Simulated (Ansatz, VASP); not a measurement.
## Two plane-wave programs on PtSeS4

```
CELL_PARAMETERS angstrom
6.56703 0.00000 0.00000
-3.28352 5.68722 0.00000
0.00000 0.00000 3.14732
ATOMIC_POSITIONS crystal
Pt 0.33333 0.66667 0.00000
Se 0.00000 0.00000 0.00000
S 0.66667 0.33333 0.00000
S 0.49529 0.99059 0.50000
S 0.00941 0.50471 0.50000
S 0.49529 0.50471 0.50000
```

Change from the starting cell: species swapped into the CePt4Rh type (P-6m2, No. 187).

Alike in both runs: task relaxation of cell and atoms; functional PBE; k mesh 6 × 6 × 12; occupations gaussian, width 0.1 eV; no spin polarisation.

```csv
,VASP,Ansatz
version,VASP 6.6.1,Ansatz 0.2.0
potentials or method,"VASP PAW PBE potentials, release 64 (Pt, Se, S), cutoff 600 eV","scalar-relativistic, plane waves, PAW"
valence electrons in the cell,40,58
```

|  | VASP | Ansatz | Ansatz less VASP |
| --- | --- | --- | --- |
| gap on the k mesh at the Fermi level, each at its own relaxed structure (eV) | none | none | - |
| relaxed volume (Å³/atom) | 19.70 | 19.72 | +0.019 |
| relaxed cell length with the largest relative difference (Å) | 3.171 | 3.173 | +0.0023 |

A gap of «none» marks a metal or a gap that the smearing closes. VASP's potentials hold 40 valence electrons a cell and Ansatz's 58, so a difference there can come from the potentials and not from the codes.

Spin-orbit coupling is off throughout.
